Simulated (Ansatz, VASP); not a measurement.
# One calculation of CdF2, two programs

The input INCAR:

```
SYSTEM = CdF2
PREC = Accurate
ENCUT = 520
EDIFF = 1E-7
ISMEAR = 0
SIGMA = 0.05
LREAL = .FALSE.
LASPH = .TRUE.
NELM = 60
ALGO = Normal
ISIF = 2
LWAVE = .FALSE.
LCHARG = .FALSE.
GGA = PE
NBANDS = 20
```

KPOINTS

```
regular mesh
0
G
  8 8 8
  0 0 0
```

POSCAR

```
CdF2
1.0
    0.0000000000      2.7478800000      2.6940000000
    2.6401200000      0.0000000000      2.6940000000
    2.6401200000      2.7478800000      0.0000000000
Cd F
1 2
Direct
    0.0000000000      0.0000000000      0.0000000000
    0.2500000000      0.2500000000      0.2500000000
    0.7500000000      0.7500000000      0.7500000000
```

Input for Ansatz:

```yaml
crystal:
  lattice:
    - [0.0, 2.74788, 2.694]
    - [2.64012, 0.0, 2.694]
    - [2.64012, 2.74788, 0.0]
  atoms:
    - { symbol: Cd, position: [0.0, 0.0, 0.0] }
    - { symbol: F, position: [0.25, 0.25, 0.25] }
    - { symbol: F, position: [0.75, 0.75, 0.75] }
basis:
  ecutwfc: 420
kpoints:
  mp_grid: { grid: [8, 8, 8] }
hamiltonian:
  xc: pbe
scf:
  occupations: { method: gaussian, width: 0.05 }
output:
  forces: true
  stress: true
  eigenvalues: true
```

Change from the starting cell: strain -0.0200 x Voigt [1, -1, 0, 0, 0, 0], atoms carried along.

Alike in both runs: task single point; functional PBE; k mesh 8 × 8 × 8; occupations gaussian, width 0.05 eV; no spin polarisation.

|  | VASP | Ansatz |
| --- | --- | --- |
| version | VASP 6.6.1 | Ansatz 0.2.0 |
| potentials or method | VASP PAW PBE potentials, release 64 (Cd, F), cutoff 520 eV | scalar-relativistic, plane waves, PAW |
| valence electrons in the cell | 26 | 34 |

VASP gave:

```
gap on the k mesh at the Fermi level (eV)                     : 3.02
least direct gap on the mesh (eV)                             : 3.50
pressure (GPa)                                                : 6.2
traceless stress, the component that is largest in VASP (GPa) : 2.18
```

Task: What did Ansatz give for the same quantities?

Result: gap on the k mesh at the Fermi level (eV): 3.06; least direct gap on the mesh (eV): 3.53; pressure (GPa): 5.5; traceless stress, the component that is largest in VASP (GPa): 2.21.

VASP's potentials hold 26 valence electrons a cell and Ansatz's 34, so a difference there can come from the potentials and not from the codes.
